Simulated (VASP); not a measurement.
Set up this calculation in VASP 6.6.1, as the native input.

* Task: relaxation of cell and atoms
* Functional: PBEsol
* Potentials or basis: VASP PAW PBE potentials, release 64 (P)
* Cutoff: 500 eV
* k mesh: 8 × 8 × 8
* Occupations: gaussian, width 0.1 eV
* Spin: no spin polarisation
* Target pressure: 12.5 GPa
* Dipole correction: no
* Further INCAR settings: ALGO = Normal; EDIFF = 1e-07; IBRION = 2; EDIFFG = -0.05; NSW = 100; ISIF = 3

The structure of P lies in POSCAR:

```
P
1.0
    2.5585688000      0.0000000000      0.0000000000
    0.0000000000      2.5585688000      0.0000000000
    0.0000000000      0.0000000000      2.5585688000
P
1
Direct
    0.0000000000      0.0000000000      0.0000000000
```

The input as run:

INCAR

```
  ALGO = Normal
  EDIFF = 1E-7
  EDIFFG = -0.05
  ENCUT = 500
  GGA = PS
  GGA_COMPAT = F
  IBRION = 2
  ISIF = 3
  ISMEAR = 0
  LASPH = T
  LCHARG = F
  LREAL = F
  LWAVE = F
  NELM = 120
  NELMIN = 4
  NSW = 100
  PREC = Accurate
  PSTRESS = 125.0
  SIGMA = 0.1
```

KPOINTS

```
k-points
0
Gamma
  8 8 8
```

Potentials or basis: VASP PAW PBE potentials, release 64 (P).

Command:

```sh
$ cat potpaw_PBE.64/P/POTCAR > POTCAR
$ mpirun -np 1 vasp_std > vasp.out
```

Results of the run:

- Relaxed volume: 13.13 Å³/atom
- Relaxed cell: a = 2.359 Å, b = 2.359 Å, c = 2.359 Å, α = 90.00°, β = 90.00°, γ = 90.00°
- Space group after relaxing (to 0.05 Å): Pm-3m (No. 221)
- Energy change on relaxing (the enthalpy is what falls): -99.7 meV/atom
- Ionic steps: 3
- Pressure after relaxing: 12.2 GPa

Caveat: the cell is relaxed towards a set pressure, so the enthalpy falls and the energy may rise; the volume moved by over 15 % at a fixed basis, so the end points are rough; the PAW data sets were made with another functional, which shifts forces and pressure a little.

It took 4.4 s on 1 thread of Intel(R) Xeon(R) Platinum 8488C (Sapphire Rapids) (shared host), peak memory 0.12 GiB.
